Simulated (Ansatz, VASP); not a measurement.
**Two plane-wave programs on ZnCd2O3**

File INCAR:

```
SYSTEM = ZnCd2O3
ALGO     = Normal         ! electronic algorithm
EDIFF    = 1E-6           ! SCF threshold, eV
ENCUT    = 700            ! plane-wave cutoff, eV
GGA      = PE             ! functional
GGA_COMPAT= .FALSE.      
ISIF     = 2              ! what is computed and relaxed
ISMEAR   = 0              ! smearing method
ISPIN    = 2              ! spin polarisation
LASPH    = .TRUE.         ! aspherical terms in the spheres
LCHARG   = .FALSE.        ! write CHGCAR
LORBIT   = 11             ! projections on sites
LREAL    = .FALSE.        ! projectors in reciprocal space
LWAVE    = .FALSE.        ! write WAVECAR
MAGMOM   = 0 0 0 1 1 1    ! initial moments
NBANDS   = 48             ! bands
NELM     = 200            ! most SCF steps
PREC     = Accurate       ! precision mode
SIGMA    = 0.1            ! smearing width, eV
```

Contents of KPOINTS:

```
k-points
0
G
  6 6 2
  0 0 0
```

POSCAR

```
ZnCd2O3
1.0
    3.4834302000      0.0000000000      0.0000000000
   -1.7417151000      3.0167391000      0.0000000000
    0.0000000000      0.0000000000      8.7221184000
Zn Cd O
1 2 3
Direct
    0.0000000000      0.0000000000      0.3345850000
    0.3333333000      0.6666667000      0.0142190000
    0.6666667000      0.3333333000      0.6600750000
    0.6666667000      0.3333333000      0.9123020000
    0.0000000000      0.0000000000      0.5596900000
    0.3333333000      0.6666667000      0.2691290000
```

Input for Ansatz:

```yaml
crystal:
  lattice:
    - [3.4834302, 0.0, 0.0]
    - [-1.7417151, 3.0167391, 0.0]
    - [0.0, 0.0, 8.7221184]
  atoms:
    - { symbol: Zn, position: [0.0, 0.0, 0.334585] }
    - { symbol: Cd, position: [0.3333333, 0.6666667, 0.014219] }
    - { symbol: Cd, position: [0.6666667, 0.3333333, 0.660075] }
    - { symbol: O, position: [0.6666667, 0.3333333, 0.912302], spin: 1.0 }
    - { symbol: O, position: [0.0, 0.0, 0.55969], spin: 1.0 }
    - { symbol: O, position: [0.3333333, 0.6666667, 0.269129], spin: 1.0 }
basis:
  ecutwfc: 420
kpoints:
  mp_grid: { grid: [6, 6, 2] }
hamiltonian:
  xc: pbe
scf:
  occupations: { method: gaussian, width: 0.1 }
  lower_state_search: "off"
output:
  forces: true
  stress: true
  eigenvalues: true
  populations: true
magnetization:
  spin_polarized: true
```

Alike in both runs: task single point; functional PBE; k mesh 6 × 6 × 2; occupations gaussian, width 0.1 eV; collinear spin.

|  | VASP | Ansatz |
| --- | --- | --- |
| version | VASP 6.6.1 | Ansatz 0.2.0 |
| potentials or method | VASP PAW PBE potentials, release 64 (Zn, Cd_sv_GW, O), cutoff 700 eV | scalar-relativistic, plane waves, PAW |
| valence electrons in the cell | 70 | 70 |

|  | VASP | Ansatz | Ansatz less VASP |
| --- | --- | --- | --- |
| gap on the k mesh at the Fermi level (eV) | none | none | - |
| pressure (GPa) | 0.2 | 0.0 | -0.14 |
| traceless stress, the component that is largest in VASP (GPa) | 0.10 | 0.01 | -0.097 |
| rms of the force components (eV/Å) | 0.019 | 0.004 | -0.0151 |
| net moment per atom (μB) | 0.00 | 0.00 | 0.000 |

Atom by atom the forces differ by 0.018 eV/Å (rms over components). A gap of «none» marks a metal or a gap that the smearing closes. Ansatz's warnings: seeded moment not kept.

The k mesh is coarse, so the values compare programs but aren't converged.
